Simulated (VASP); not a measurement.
# C (P6/mmm) in VASP: notebook, part 2 of 3

VASP 6.6.1. Earlier steps stand in the parts before.

## Step 3: Single point, PBE

This run uses another cell than the first one, of 4.24 Å³/atom, 1.154 times its volume.

Input file INCAR:

```
ALGO = Normal
EDIFF = 1E-6
ENCUT = 520
GGA = PE
ISIF = 2
ISMEAR = -1
LASPH = True
LCHARG = False
LREAL = False
LWAVE = False
NBANDS = 8
NELM = 100
PREC = Accurate
SIGMA = 0.1
```

Input file KPOINTS:

```
k-points
0
Gamma
  24 24 22
```

Input file POSCAR:

```
C
1.0
    1.8076123196      0.0000000000      0.0000000000
   -0.9038061598      1.5654381890      0.0000000000
    0.0000000000      0.0000000000      1.4992779272
C
1
Direct
    0.0000000000      0.0000000000      0.0000000000
```

Potentials or basis: VASP PAW PBE potentials, release 64 (C).

Started as:

```
> cat potpaw_PBE.64/C/POTCAR > POTCAR
> mpirun -np 1 vasp_std > vasp.out
```

OUTCAR:

```text
EDIFF = 1E-6
   ENCUT = 520
   GGA = PE
   ISIF = 2
   ISMEAR = -1
   LASPH = True
   LREAL = False
   NELM = 100
   PREC = Accurate

 ion  position               nearest neighbor table
   1  0.000  0.000  0.000-

  LATTYP: Found a hexagonal cell.
 ALAT       =     1.8076123196
 C/A-ratio  =     0.8294244905

  Lattice vectors:

 A1 = (   1.8076123196,   0.0000000000,   0.0000000000)
 A2 = (  -0.9038061598,   1.5654381890,   0.0000000000)
 A3 = (   0.0000000000,   0.0000000000,   1.4992779272)

Analysis of symmetry for initial positions (statically):
=====================================================================
 Subroutine PRICEL returns:
 Original cell was already a primitive cell.

 Routine SETGRP: Setting up the symmetry group for a
 hexagonal supercell.

 Subroutine GETGRP returns: Found 24 space group operations
 (whereof 24 operations were pure point group operations)
 out of a pool of 24 trial point group operations.

The static configuration has the point symmetry D_6h.

Analysis of symmetry for dynamics (positions and initial velocities):
=====================================================================
 Subroutine PRICEL returns:
 Original cell was already a primitive cell.

 Routine SETGRP: Setting up the symmetry group for a
 hexagonal supercell.

 Subroutine GETGRP returns: Found 24 space group operations
 (whereof 24 operations were pure point group operations)
 out of a pool of 24 trial point group operations.

The dynamic configuration has the point symmetry D_6h.

 Subroutine INISYM returns: Found 24 space group operations
 (whereof 24 operations are pure point group operations),
 and found     1 'primitive' translations

----------------------------------------------------------------------------------------

                                     Primitive cell

  volume of cell :       4.2425

  direct lattice vectors                    reciprocal lattice vectors
     1.807612320  0.000000000  0.000000000     0.553215968  0.319399388  0.000000000
    -0.903806160  1.565438189  0.000000000     0.000000000  0.638798777  0.000000000
     0.000000000  0.000000000  1.499277927     0.000000000  0.000000000  0.666987742

  length of vectors
     1.807612320  1.807612320  1.499277927     0.638798777  0.638798777  0.666987742

  position of ions in fractional coordinates (direct lattice)
     0.000000000  0.000000000  0.000000000

  ion indices of the primitive-cell ions
   primitive index   ion index
                 1           1

----------------------------------------------------------------------------------------

 KPOINTS: k-points

Automatic generation of k-mesh.
 Grid dimensions read from file:
 generate k-points for:   24   24   22

 Generating k-lattice:

  Cartesian coordinates                     Fractional coordinates (reciprocal lattice)
     0.023050665  0.013308308  0.000000000     0.041666667  0.000000000  0.000000000
     0.000000000  0.026616616  0.000000000     0.000000000  0.041666667  0.000000000
     0.000000000  0.000000000  0.030317625     0.000000000  0.000000000  0.045454545

  Length of vectors
     0.026616616  0.026616616  0.030317625

  Shift w.r.t. Gamma in fractional coordinates (k-lattice)
     0.000000000  0.000000000  0.000000000

 Subroutine IBZKPT returns following result:
 ===========================================

 Found    732 irreducible k-points:

 Following reciprocal coordinates:
            Coordinates               Weight
  0.000000  0.000000  0.000000      1.000000
  0.041667  0.000000  0.000000      6.000000
  0.083333  0.000000  0.000000      6.000000
  0.125000  0.000000  0.000000      6.000000
  0.166667  0.000000  0.000000      6.000000
  0.208333  0.000000  0.000000      6.000000
[... 16 lines left out ...]
  0.416667  0.041667  0.000000     12.000000
  0.458333  0.041667  0.000000     12.000000
 [... further k-points ...]
   k-points           NKPTS =    732   k-points in BZ     NKDIM =    732   number of bands    NBANDS=      8
   number of dos      NEDOS =    301   number of ions     NIONS =      1
   total plane-waves  NPLWV =   2352
   dimension x,y,z NGX =    14 NGY =   14 NGZ =   12
   dimension x,y,z NGXF=    28 NGYF=   28 NGZF=   24
   ions per type =               1
   NGX,Y,Z   is equivalent  to a cutoff of  12.88, 12.88, 13.31 a.u.
   NGXF,Y,Z  is equivalent  to a cutoff of  25.75, 25.75, 26.61 a.u.
 SYSTEM =  unknown system
   PREC   = accura    normal or accurate (medium, high low for compatibility)
   ISTART =      0    job   : 0-new  1-cont  2-samecut
   ICHARG =      2    charge: 1-file 2-atom 10-const
   ISPIN  =      1    spin polarized calculation?
   LNONCOLLINEAR =      F non collinear calculations
   LSORBIT =      F    spin-orbit coupling
   LASPH  =      T    aspherical Exc in radial PAW
   ENCUT  =  520.0 eV  38.22 Ry    6.18 a.u.   3.36  3.36  2.79*2*pi/ulx,y,z
   NELM   =    100;   NELMIN=  2; NELMDL= -5     # of ELM steps
   EDIFF  = 0.1E-05   stopping-criterion for ELM
   LREAL  =      F    real-space projection
   EDIFFG = 0.1E-04   stopping-criterion for IOM
   NSW    =      0    number of steps for IOM
   IBRION =     -1    ionic relax: 0-MD 1-quasi-New 2-CG
   NFREE  =      0    steps in history (QN), initial steepest desc. (CG)
   ISIF   =      2    stress and relaxation
   ISYM   =      2    0-nonsym 1-usesym 2-fastsym
   POTIM  = 0.5000    time-step for ionic-motion
   TEBEG  =    0.0;   TEEND  =   0.0 temperature during run
   PSTRESS=    0.0 pullay stress
   NELECT =       4.0000    total number of electrons
   NUPDOWN=      -1.0000    fix difference up-down
   EMIN   =  10.00;   EMAX   =-10.00  energy-range for DOS
   EFERMI =   0.00;   METHOD = LEGACY
   ISMEAR =    -1;   SIGMA  =   0.10  broadening in eV -4-tet -1-fermi 0-gaus
   EFERMI_NEDOS =   21; number of points for ismear=-14 and -15
   IALGO  =     38    algorithm
   IMIX   =      4    mixing-type and parameters
     AMIX     =   0.40;   BMIX     =  1.00
     AMIX_MAG =   1.60;   BMIX_MAG =  1.00
  volume/ion in A,a.u.               =       4.24        28.63
  Fermi-wavevector in a.u.,A,eV,Ry     =   1.605291  3.033560 35.061648  2.576958
  Thomas-Fermi vector in A             =   2.701660
   LORBIT       =      0    0 simple, 1 ext, 2 COOP (PROOUT), +10 PAW based schemes
   GGA     = PE    functional components
   LHFCALC =     F    Hartree Fock is set to
   AEXX    =    0.0000 exact exchange contribution
   IVDW    =     0    specifies the selected vdW correction
   LEPSILON=     F    determine dielectric tensor
   LRPA    =     F    only Hartree local field effects (RPA)
 non-spin polarized calculation
  energy-cutoff  :      520.00
  volume of cell :        4.24
 maximum number of plane-waves:       131
 NGX is ok and might be reduce to    14

 number of electron       4.0000000 magnetization

 Free energy of the ion-electron system (eV)
  ---------------------------------------------------
  ext. energy  EPLUGINS =         0.00000000
  ---------------------------------------------------
  free energy    TOTEN  =        -5.75399235 eV

  energy without entropy =       -5.75017793  energy(sigma->0) =       -5.75208514

 E-fermi :  15.8157     XC(G=0): -15.3012

 val. band max:       15.8091975860   @ k =   0.2500   0.0000   0.0000
 cond. band min:      15.8739888272   @ k =   0.2500   0.0000   0.0455
 fundamental gap:      0.0647912412
 Fermi energy:        15.8157282046

 k-point     1 :       0.0000    0.0000    0.0000
  band No.  band energies     occupation
      1     -10.9799      2.00000
      2      25.9988      0.00000
      3      25.9988      0.00000
      4      33.8349      0.00000
      5      47.5728      0.00000
      6      50.5905      0.00000
      7      50.5905      0.00000
      8      55.9823      0.00000

 k-point     2 :       0.0417    0.0000    0.0000
  band No.  band energies     occupation
      1     -10.8928      2.00000
      2      25.6069      0.00000
      3      25.8406      0.00000
      4      33.8908      0.00000
      5      47.8245      0.00000
      6      49.1311      0.00000
      7      50.9439      0.00000
      8      57.9395      0.00000
[... 221 lines left out ...]
 k-point    23 :       0.4167    0.0417    0.0000
  band No.  band energies     occupation
      1      -1.4786      2.00000
      2       4.9244      2.00000
      3      19.4405      0.00000
      4      37.0615      0.00000
      5      37.5182      0.00000
      6      60.0655      0.00000
      7      67.7829      0.00000
      8      71.3601      0.00000

 k-point    24 :       0.4583    0.0417    0.0000
  band No.  band energies     occupation
      1       0.1571      2.00000
      2       2.9918      2.00000
      3      19.2853      0.00000
      4      36.9054      0.00000
      5      37.6761      0.00000
      6      60.0877      0.00000
      7      69.2154      0.00000
      8      70.9127      0.00000

 [... further k-points ...]
[... 5 lines left out ...]
  --------------------------------------------------------------------------------------
  -------------------------------------------------------------------------------------
  Total        4.2222800      4.2222800      4.2500484      0.0000000     -0.0000000      0.0000000
  in kB     1594.5357108   1594.5357109   1605.0223847      0.0000000     -0.0000000      0.0000000
  external PRESSURE =    1598.0312688 kB  Pullay stress =       0.0000000 kB

 VOLUME and BASIS-vectors are now :
 -----------------------------------------------------------------------------
  energy-cutoff  :      520.00
  volume of cell :        4.24
      direct lattice vectors                 reciprocal lattice vectors
     1.807612320  0.000000000  0.000000000     0.553215968  0.319399388  0.000000000
    -0.903806160  1.565438189  0.000000000     0.000000000  0.638798777  0.000000000
     0.000000000  0.000000000  1.499277927     0.000000000  0.000000000  0.666987742

 POSITION                                       TOTAL-FORCE (eV/Angst)
 -----------------------------------------------------------------------------------
      0.00000      0.00000      0.00000         0.000000      0.000000      0.000000
 -----------------------------------------------------------------------------------
    total drift:                                0.000000     -0.000000     -0.000000

  FREE ENERGIE OF THE ION-ELECTRON SYSTEM (eV)
  ---------------------------------------------------
  free  energy   TOTEN  =        -5.7539923516 eV

  energy  without entropy=       -5.7501779339  energy(sigma->0) =       -5.75208514
```

OSZICAR:

```text
N       E                     dE             d eps       ncg     rms          rms(c)
DAV:   1    -0.440598810352E+01   -0.44060E+01   -0.28511E+03 13448   0.517E+02
DAV:   2    -0.585568381468E+01   -0.14497E+01   -0.13708E+01 15704   0.299E+01
DAV:   3    -0.585736905373E+01   -0.16852E-02   -0.16851E-02 13456   0.105E+00
DAV:   4    -0.585736918129E+01   -0.12755E-06   -0.12550E-06 17048   0.795E-03
DAV:   5    -0.585736918046E+01    0.82639E-09   -0.45520E-11 13360   0.245E-05    0.333E+00
DAV:   6    -0.578197370507E+01    0.75395E-01   -0.43802E-02 12912   0.142E+00    0.202E+00
DAV:   7    -0.575387002781E+01    0.28104E-01   -0.61083E-02 13296   0.171E+00    0.326E-01
DAV:   8    -0.575398968818E+01   -0.11966E-03   -0.48628E-04 12576   0.221E-01    0.260E-02
DAV:   9    -0.575399195845E+01   -0.22703E-05   -0.52443E-06 15632   0.185E-02    0.124E-02
DAV:  10    -0.575399235157E+01   -0.39312E-06   -0.16368E-07  7344   0.378E-03
   1 F= -.57539924E+01 E0= -.57520851E+01  d E =-.381442E-02
```

stdout:

```text
POSCAR found type information on POSCAR C
 POSCAR found :  1 types and       1 ions
 scaLAPACK will be used
 LDA part: xc-table for (Slater+PW92), standard interpolation
 POSCAR, INCAR and KPOINTS ok, starting setup
 FFT: planning ... GRIDC
 FFT: planning ... GRID_SOFT
 FFT: planning ... GRID
 WAVECAR not read
 entering main loop
```

It took 14 s on 1 thread of Intel Xeon Platinum 8488C (Sapphire Rapids), shared host; peak memory 0.12 GiB.

What came out:

```
Free energy            : -5.7540 eV
Pressure               : 159.8 GPa
Band gap on the k mesh : zero (band 2 reaches 26.76 eV, above the bottom of band 3 at 6.19 eV)
```

Stress tensor (GPa, compression positive):
```
159.45   0.00   0.00
  0.00 159.45   0.00
  0.00   0.00 160.50
```

Levels at points of the mesh, in eV from the Fermi level:
```
           k point  band 1  band 2  band 3  band 4  band 5  band 6  band 7
(0.00, 0.00, 0.00)  -26.80   10.18   10.18   18.02   31.76   34.77   34.77
(0.50, 0.00, 0.00)  -15.32  -13.32    3.97   20.45   21.86   44.36   53.80
(0.00, 0.00, 0.50)  -15.59  -11.32   16.32   16.32   34.43   46.78   46.78
(0.50, 0.00, 0.50)   -7.80   -4.85    3.62    9.36   11.38   34.94   35.60
```

## Step 4: Single point, PBE

Input file INCAR:

```
SYSTEM = C
ALGO = Normal
EDIFF = 1E-6
ENCUT = 520
GGA = PE
ISIF = 2
ISMEAR = -1
LASPH = .True.
LCHARG = .True.
LELF = .True.
LREAL = .False.
LVHAR = .True.
LWAVE = .False.
NBANDS = 8
NELM = 60
PREC = Accurate
SIGMA = 0.1
```

Input file KPOINTS:

```
k-points
0
Gamma
  24 24 22
  0 0 0
```

POSCAR is that of step 3.

Potentials or basis: VASP PAW PBE potentials, release 64 (C).

Started as:

```
> cat potpaw_PBE.64/C/POTCAR > POTCAR
> mpirun -np 1 vasp_std > vasp.out
```

OUTCAR:

```text
SYSTEM = C
   EDIFF = 1E-6
   ENCUT = 520
   GGA = PE
   ISIF = 2
   ISMEAR = -1
   LASPH = .True.
   LREAL = .False.
   NELM = 60
   PREC = Accurate

 ion  position               nearest neighbor table
   1  0.000  0.000  0.000-

  LATTYP: Found a hexagonal cell.
 ALAT       =     1.8076123196
 C/A-ratio  =     0.8294244905

  Lattice vectors:

 A1 = (   1.8076123196,   0.0000000000,   0.0000000000)
 A2 = (  -0.9038061598,   1.5654381890,   0.0000000000)
 A3 = (   0.0000000000,   0.0000000000,   1.4992779272)

Analysis of symmetry for initial positions (statically):
=====================================================================
 Subroutine PRICEL returns:
 Original cell was already a primitive cell.

 Routine SETGRP: Setting up the symmetry group for a
 hexagonal supercell.

 Subroutine GETGRP returns: Found 24 space group operations
 (whereof 24 operations were pure point group operations)
 out of a pool of 24 trial point group operations.

The static configuration has the point symmetry D_6h.

Analysis of symmetry for dynamics (positions and initial velocities):
=====================================================================
 Subroutine PRICEL returns:
 Original cell was already a primitive cell.

 Routine SETGRP: Setting up the symmetry group for a
 hexagonal supercell.

 Subroutine GETGRP returns: Found 24 space group operations
 (whereof 24 operations were pure point group operations)
 out of a pool of 24 trial point group operations.

The dynamic configuration has the point symmetry D_6h.

 Subroutine INISYM returns: Found 24 space group operations
 (whereof 24 operations are pure point group operations),
 and found     1 'primitive' translations

----------------------------------------------------------------------------------------

                                     Primitive cell

  volume of cell :       4.2425

[... 100 lines left out ...]
   EFERMI =   0.00;   METHOD = LEGACY
   ISMEAR =    -1;   SIGMA  =   0.10  broadening in eV -4-tet -1-fermi 0-gaus
   EFERMI_NEDOS =   21; number of points for ismear=-14 and -15
   IALGO  =     38    algorithm
   IMIX   =      4    mixing-type and parameters
     AMIX     =   0.40;   BMIX     =  1.00
     AMIX_MAG =   1.60;   BMIX_MAG =  1.00
  volume/ion in A,a.u.               =       4.24        28.63
  Fermi-wavevector in a.u.,A,eV,Ry     =   1.605291  3.033560 35.061648  2.576958
  Thomas-Fermi vector in A             =   2.701660
   LORBIT       =      0    0 simple, 1 ext, 2 COOP (PROOUT), +10 PAW based schemes
   GGA     = PE    functional components
   LHFCALC =     F    Hartree Fock is set to
   AEXX    =    0.0000 exact exchange contribution
   IVDW    =     0    specifies the selected vdW correction
   LEPSILON=     F    determine dielectric tensor
   LRPA    =     F    only Hartree local field effects (RPA)
 non-spin polarized calculation
  energy-cutoff  :      520.00
  volume of cell :        4.24
 maximum number of plane-waves:       131
 NGX is ok and might be reduce to    14

 number of electron       4.0000000 magnetization

 Free energy of the ion-electron system (eV)
  ---------------------------------------------------
  ext. energy  EPLUGINS =         0.00000000
  ---------------------------------------------------
  free energy    TOTEN  =        -5.75399235 eV

  energy without entropy =       -5.75017793  energy(sigma->0) =       -5.75208514

 E-fermi :  15.8157     XC(G=0): -15.3012

 val. band max:       15.8091975860   @ k =   0.2500   0.0000   0.0000
 cond. band min:      15.8739888272   @ k =   0.2500   0.0000   0.0455
 fundamental gap:      0.0647912412
 Fermi energy:        15.8157282046

 k-point     1 :       0.0000    0.0000    0.0000
  band No.  band energies     occupation
      1     -10.9799      2.00000
      2      25.9988      0.00000
      3      25.9988      0.00000
      4      33.8349      0.00000
      5      47.5728      0.00000
      6      50.5905      0.00000
      7      50.5905      0.00000
      8      55.9823      0.00000
[... 243 lines left out ...]
 k-point    24 :       0.4583    0.0417    0.0000
  band No.  band energies     occupation
      1       0.1571      2.00000
      2       2.9918      2.00000
      3      19.2853      0.00000
      4      36.9054      0.00000
      5      37.6761      0.00000
      6      60.0877      0.00000
      7      69.2154      0.00000
      8      70.9127      0.00000

 [... further k-points ...]
[... 5 lines left out ...]
  --------------------------------------------------------------------------------------
  -------------------------------------------------------------------------------------
  Total        4.2222800      4.2222800      4.2500484      0.0000000     -0.0000000      0.0000000
  in kB     1594.5357108   1594.5357109   1605.0223847      0.0000000     -0.0000000      0.0000000
  external PRESSURE =    1598.0312688 kB  Pullay stress =       0.0000000 kB

 VOLUME and BASIS-vectors are now :
 -----------------------------------------------------------------------------
  energy-cutoff  :      520.00
  volume of cell :        4.24
      direct lattice vectors                 reciprocal lattice vectors
     1.807612320  0.000000000  0.000000000     0.553215968  0.319399388  0.000000000
    -0.903806160  1.565438189  0.000000000     0.000000000  0.638798777  0.000000000
     0.000000000  0.000000000  1.499277927     0.000000000  0.000000000  0.666987742

 POSITION                                       TOTAL-FORCE (eV/Angst)
 -----------------------------------------------------------------------------------
      0.00000      0.00000      0.00000         0.000000      0.000000      0.000000
 -----------------------------------------------------------------------------------
    total drift:                                0.000000     -0.000000     -0.000000

  FREE ENERGIE OF THE ION-ELECTRON SYSTEM (eV)
  ---------------------------------------------------
  free  energy   TOTEN  =        -5.7539923516 eV

  energy  without entropy=       -5.7501779339  energy(sigma->0) =       -5.75208514
```

It took 19 s on 1 thread of Intel Xeon Platinum 8488C (Sapphire Rapids), shared host; peak memory 0.12 GiB.

Results:

```
Free energy            : -5.7540 eV
Pressure               : 159.8 GPa
Band gap on the k mesh : zero (band 2 reaches 26.76 eV, above the bottom of band 3 at 6.19 eV)
```

Stress tensor (GPa, compression positive):
```
159.45   0.00   0.00
  0.00 159.45   0.00
  0.00   0.00 160.50
```

(Part 2 of 3 ends here.)
